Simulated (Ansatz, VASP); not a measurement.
GaP: VASP beside Ansatz

The input INCAR:

```
SYSTEM = GaP
PREC = Accurate
ENCUT = 520
EDIFF = 1E-7
ISMEAR = 0
SIGMA = 0.02
LREAL = .FALSE.
LASPH = .TRUE.
NELM = 80
ALGO = Normal
ISIF = 2
LWAVE = .FALSE.
LCHARG = .FALSE.
GGA = PE
NBANDS = 26
```

The input KPOINTS:

```
regular mesh
0
G
  8 8 6
  0 0 0
```

Contents of POSCAR:

```
GaP
1.0
    2.7525584901      2.7525584901      0.0000000000
   -2.7525584901      2.7525584901      0.0000000000
    0.0000000000      0.0000000000      5.5051169803
Ga P
2 2
Direct
    0.0000000000      0.0000000000      0.0000000000
    0.5000000000      0.5000000000      0.5000000000
    0.5000000000      0.0000000000      0.7500000000
    0.0000000000      0.5000000000      0.2500000000
```

Input for Ansatz:

```yaml
crystal:
  lattice:
    - [2.7525584911, 2.7525584911, 0.0]
    - [-2.7525584911, 2.7525584911, 0.0]
    - [0.0, 0.0, 5.5051169822]
  atoms:
    - { symbol: Ga, position: [0.0, 0.0, 0.0] }
    - { symbol: Ga, position: [0.5, 0.5, 0.5] }
    - { symbol: P, position: [0.5, 0.0, 0.75] }
    - { symbol: P, position: [0.0, 0.5, 0.25] }
basis:
  ecutwfc: 420
kpoints:
  mp_grid: { grid: [8, 8, 6] }
  band_path: { path: [VBM, CBM], npoints: 2 }
hamiltonian:
  xc: pbe
scf:
  occupations: { method: gaussian, width: 0.02 }
output:
  forces: true
  stress: true
  eigenvalues: true
checkpoint:
  read: start.run
  write: ck
  compress: false
  write_wavefunctions: false
  write_every: 100000
```

Alike in both runs: task single point; functional PBE; k mesh 8 × 8 × 6; occupations gaussian, width 0.02 eV; no spin polarisation.

```csv
,VASP,Ansatz
version,VASP 6.6.1,Ansatz 0.2.0
potentials or method,"VASP PAW PBE potentials, release 64 (Ga_d, P), cutoff 520 eV","scalar-relativistic, plane waves, PAW"
valence electrons in the cell,36,36
```

|  | VASP | Ansatz | Ansatz less VASP |
| --- | --- | --- | --- |
| gap on the k mesh at the Fermi level (eV) | 1.58 | 1.58 | +0.003 |
| least direct gap on the mesh (eV) | 1.58 | 1.58 | +0.003 |
| pressure (GPa) | 0.0 | 0.0 | +0.01 |

With one functional, cell and mesh, what is left measures potentials, basis and numerics.
